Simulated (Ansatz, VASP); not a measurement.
# Zr3W4Se in VASP and in Ansatz

```
Zr W Se
1.0
     3.23080    0.00000    0.00000
     0.00000    3.23080    0.00000
     0.00000    0.00000   14.34947
Zr W Se
3 4 1
Direct
  0.50000 0.50000 0.86052
  0.00000 0.00000 0.28283
  0.50000 0.50000 0.12441
  0.50000 0.50000 0.40979
  0.00000 0.00000 0.51338
  0.50000 0.50000 0.62903
  0.00000 0.00000 0.73188
  0.00000 0.00000 0.00316
```

Alike in both runs: functional PBE; k mesh 10 × 10 × 2; occupations gaussian, width 0.1 eV; no spin polarisation.

Ansatz relaxed the structure, and its values are those at the end. VASP's run is a single point on that final structure, the one shown.

|  | VASP | Ansatz |
| --- | --- | --- |
| version | VASP 6.6.1 | Ansatz 0.2.0 |
| potentials or method | VASP PAW PBE potentials, release 64 (Zr_sv, W_sv, Se), cutoff 520 eV | scalar-relativistic, plane waves, PAW |
| valence electrons in the cell | 98 | 108 |

|  | VASP | Ansatz | Ansatz less VASP |
| --- | --- | --- | --- |
| gap on the k mesh at the Fermi level (eV) | none | none | - |
| pressure (GPa) | 0.2 | 0.0 | -0.23 |
| rms of the force components (eV/Å) | 0.008 | 0.000 | -0.0082 |

A gap of «none» marks a metal or a gap that the smearing closes. VASP's potentials hold 98 valence electrons a cell and Ansatz's 108, so a difference there can come from the potentials and not from the codes.

Spin-orbit coupling is off throughout.
